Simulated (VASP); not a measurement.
BaOs3:

```
Ba Os
1.0
     4.19091    0.00000    0.00000
     0.00000    4.19091    0.00000
     0.00000    0.00000    4.19091
Ba Os
1 3
Direct
  0.00000 0.00000 0.00000
  0.00000 0.50000 0.50000
  0.50000 0.00000 0.50000
  0.50000 0.50000 0.00000
```

```yaml
Program: VASP 6.6.1
Task: relaxation of cell and atoms
Functional: PBE
Potentials_or_basis: VASP PAW PBE potentials, release 64 (Ba_sv, Os)
Cutoff: 600 eV
k_mesh: 12 × 12 × 12
Occupations: gaussian, width 0.1 eV
Spin: no spin polarisation
```

At the start: pressure 4.0 GPa; volume 18.40 Å³/atom.

Problem. Where does the relaxation end?

Solution. Over 3 steps the energy falls by 6.0 meV/atom and the volume is 18.90 Å³/atom (+2.7 %); space group Pm-3m (No. 221, to 0.05 Å).

The path:
```tsv
step	energy change (eV)	largest force (eV/Å)	pressure (GPa)	volume (Å³)
1	0.0000	0.0000	3.97	73.61
2	0.0243	0.0000	-4.95	78.58
3	-0.0239	0.0000	-0.01	75.60
```

Final structure:
```
Ba Os
1.0
     4.22843    0.00000    0.00000
     0.00000    4.22843    0.00000
     0.00000    0.00000    4.22843
Ba Os
1 3
Direct
  0.00000 0.00000 0.00000
  0.00000 0.50000 0.50000
  0.50000 0.00000 0.50000
  0.50000 0.50000 0.00000
```
